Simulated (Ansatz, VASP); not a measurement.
## Two plane-wave programs on H

Contents of INCAR:

```
  PREC = Accurate
  ENCUT = 520
  EDIFF = 1E-6
  ISMEAR = 0
  SIGMA = 0.1
  LREAL = False
  LASPH = True
  NELM = 150
  ALGO = Normal
  ISIF = 2
  LWAVE = False
  LCHARG = False
  ISPIN = 2
  MAGMOM = 1
  LORBIT = 11
  LDIPOL = True
  IDIPOL = 3
  DIPOL = 0.5 0.5 0.640
  GGA = PE
  IVDW = 12
  NBANDS = 10
```

KPOINTS

```
regular mesh
0
Gamma
  3 3 1
```

Contents of POSCAR:

```
H
1.0
    8.0601468066      0.0000000000      0.0000000000
   -4.0300734033      6.9802918927      0.0000000000
    0.0000000000      0.0000000000     23.6431764433
H
1
Direct
    0.3333333333      0.1666666667      0.6402468761
```

Input for Ansatz:

```yaml
crystal:
  lattice:
    - [8.0601468066, 0.0, 0.0]
    - [-4.0300734033, 6.9802918927, 0.0]
    - [0.0, 0.0, 23.6431764433]
  atoms:
    - { symbol: H, position: [0.3333333333, 0.1666666667, 0.6402468761], spin: 1.0 }
basis:
  ecutwfc: 420
kpoints:
  mp_grid: { grid: [3, 3, 1] }
hamiltonian:
  xc: pbe
  dispersion: d3bj
scf:
  occupations: { method: gaussian, width: 0.1 }
output:
  forces: true
  eigenvalues: true
  populations: true
  write_density: true
  volumetric_format: npy
magnetization:
  spin_polarized: true
efield:
  axis: 3
  dipole_correction: true
  ramp_width: 0.04
```

Alike in both runs: task single point; functional PBE; dispersion D3(BJ); k mesh 3 × 3 × 1; occupations gaussian, width 0.1 eV; collinear spin.

```csv
,VASP,Ansatz
version,VASP 6.6.1,Ansatz 0.2.0
potentials or method,"VASP PAW PBE potentials, release 64 (H), cutoff 520 eV","scalar-relativistic, plane waves, PAW"
valence electrons in the cell,1,1
```

```tsv
	VASP	Ansatz	Ansatz less VASP
gap on the k mesh at the Fermi level (eV)	7.28	7.27	-0.008
net moment per atom (μB)	1.00	1.00	0.000
size of the moment on the site where the two differ most (μB)	0.38	1.00	+0.620
```

Site moments also hang on the region over which each program counts them. Ansatz's warnings: nearly empty spin channel levels not settled, published levels not confirmed, stability check not made.
